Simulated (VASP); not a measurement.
Wanted: the native input for a VASP 6.6.1 run.

```
Task                   : electric field gradients
Functional             : LDA
Potentials or basis    : VASP PAW LDA potentials, release 64 (Hg)
Cutoff                 : 520 eV
k mesh                 : 11 × 11 × 11
Occupations            : fermi-dirac, width 0.05 eV
Spin                   : no spin polarisation
Dipole correction      : no
Further INCAR settings : ALGO = Normal; EDIFF = 1e-08; NBANDS = 12
```

The structure of Hg lies in POSCAR:

```
Hg
1.0
    2.2339762741     -2.0458582601      0.0000000000
    2.2339762741      2.0458582601      0.0000000000
   -0.3487351701      0.0000000000      3.0398006871
Hg
1
Direct
    0.5000000000      0.5000000000      0.5000000000
```

These files were run (other wordings do the same):

INCAR

```
PREC = Accurate
ENCUT = 520
EDIFF = 1E-8
ISMEAR = -1
SIGMA = 0.05
LREAL = False
LASPH = True
NELM = 60
ALGO = Normal
ISIF = 2
LWAVE = False
LCHARG = False
GGA = CA
LEFG = True
NBANDS = 12
```

KPOINTS

```
Automatic mesh
0
Gamma
  11 11 11
```

Potentials or basis: VASP PAW LDA potentials, release 64 (Hg).

Run with:

```bash
$ cat potpaw_LDA.64/Hg/POTCAR > POTCAR
$ mpirun -np 1 vasp_std > vasp.out
```

Results of the run:

The pressure is -4.2 GPa. The band gap on the k mesh is zero (bands 6 and 7 overlap by 3.80 eV). The largest electric field gradient by atom is Hg -45.3 V/Å².

Caveat: the cell stands under tension; without QUAD_EFG the Cq values of the log hold for a quadrupole moment of 1 mb, not for the nuclei; spin-orbit coupling is left out, which moves the levels of the heavy elements.

It took 40 s on 1 thread of Intel(R) Xeon(R) Platinum 8488C (Sapphire Rapids), on a shared host, peak memory 0.22 GiB.
